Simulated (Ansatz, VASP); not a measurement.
## Rb4O in VASP and in Ansatz

The input INCAR:

```
SYSTEM = Rb4O
PREC = Accurate
ENCUT = 600
EDIFF = 1E-6
ISMEAR = 0
SIGMA = 0.1
LREAL = .FALSE.
LASPH = .TRUE.
NELM = 60
ALGO = Normal
ISIF = 3
LWAVE = .FALSE.
LCHARG = .FALSE.
GGA = PE
IBRION = 2
NSW = 90
EDIFFG = -0.04
```

The input KPOINTS:

```
Automatic mesh
0
G
  4 4 4
  0 0 0
```

POSCAR

```
Rb4O
1.0
   -3.7872047100      3.7872047100      3.3875875800
    3.7872047100     -3.7872047100      3.3875875800
    3.7872047100      3.7872047100     -3.3875875800
Rb O
4 1
Direct
    0.5000000000      0.2344711200      0.7344711200
    0.5000000000      0.7655288800      0.2655288800
    0.2344711200      0.5000000000      0.7344711200
    0.7655288800      0.5000000000      0.2655288800
    0.5000000000      0.5000000000      0.0000000000
```

Input for Ansatz:

```yaml
crystal:
  lattice:
    - [-3.78720471, 3.78720471, 3.38758758]
    - [3.78720471, -3.78720471, 3.38758758]
    - [3.78720471, 3.78720471, -3.38758758]
  atoms:
    - { symbol: Rb, position: [0.5, 0.23447112, 0.73447112] }
    - { symbol: Rb, position: [0.5, 0.76552888, 0.26552888] }
    - { symbol: Rb, position: [0.23447112, 0.5, 0.73447112] }
    - { symbol: Rb, position: [0.76552888, 0.5, 0.26552888] }
    - { symbol: O, position: [0.5, 0.5, 0.0] }
basis:
  ecutwfc: 420
kpoints:
  mp_grid: { grid: [4, 4, 4] }
hamiltonian:
  xc: pbe
scf:
  occupations: { method: gaussian, width: 0.1 }
  lower_state_search: "off"
output:
  forces: true
  stress: true
  eigenvalues: true
relax:
  adjacent_minimum: "off"
  f_tol: 0.04
  max_steps: 70
  cell: { stress_tol: 0.4 }
```

Alike in both runs: task relaxation of cell and atoms; functional PBE; k mesh 4 × 4 × 4; occupations gaussian, width 0.1 eV; no spin polarisation.

```csv
,VASP,Ansatz
version,VASP 6.6.1,Ansatz 0.2.0
potentials or method,"VASP PAW PBE potentials, release 64 (Rb_sv, O), cutoff 600 eV","scalar-relativistic, plane waves, PAW"
valence electrons in the cell,42,42
```

|  | VASP | Ansatz | Ansatz less VASP |
| --- | --- | --- | --- |
| gap on the k mesh at the Fermi level, each at its own relaxed structure (eV) | none | none | - |
| relaxed volume (Å³/atom) | 70.84 | 73.76 | +2.921 |
| relaxed length of the cell vector where the two differ most in proportion (Å) | 7.825 | 8.018 | +0.1933 |

A gap of «none» marks a metal or a gap that the smearing closes.

Noted on VASP's run: the volume moved by over 15 % at a fixed basis, so the end points are rough.
